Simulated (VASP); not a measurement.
Crystal: Fe.

```xyz
1
Lattice="-1.3746 1.3746 1.3746 1.3746 -1.3746 1.3746 1.3746 1.3746 -1.3746" Properties=species:S:1:pos:R:3 pbc="T T T"
Fe    0.0000    0.0000    0.0000
```

Base run:

```yaml
Program: VASP 6.6.1
Functional: LDA
Potentials_or_basis: VASP PAW LDA potentials, release 64 (Fe)
Cutoff: 520 eV
k_mesh: 17 × 17 × 17
Occupations: fermi-dirac, width 0.05 eV
Spin: collinear spin, ferromagnetic start
Starting_moments: "[1.988] μB"
```

Its results: pressure 0.4 GPa; net moment 2.00 μB per cell; site moments Fe +1.96 μB.

Question: After a change of settings the same cell gave: pressure 14.0 GPa; net moment 2.38 μB per cell; site moments Fe +2.33 μB. Which change was it?
A. k mesh from 17 × 17 × 17 to 10 × 10 × 10
B. k mesh from 17 × 17 × 17 to 16 × 16 × 16; occupations from fermi-dirac, width 0.05 eV to gaussian, width 0.2 eV
C. k mesh from 17 × 17 × 17 to 23 × 23 × 23
D. k mesh from 17 × 17 × 17 to 3 × 3 × 3

Answer: D.

Caveats: some runs use coarse meshes.
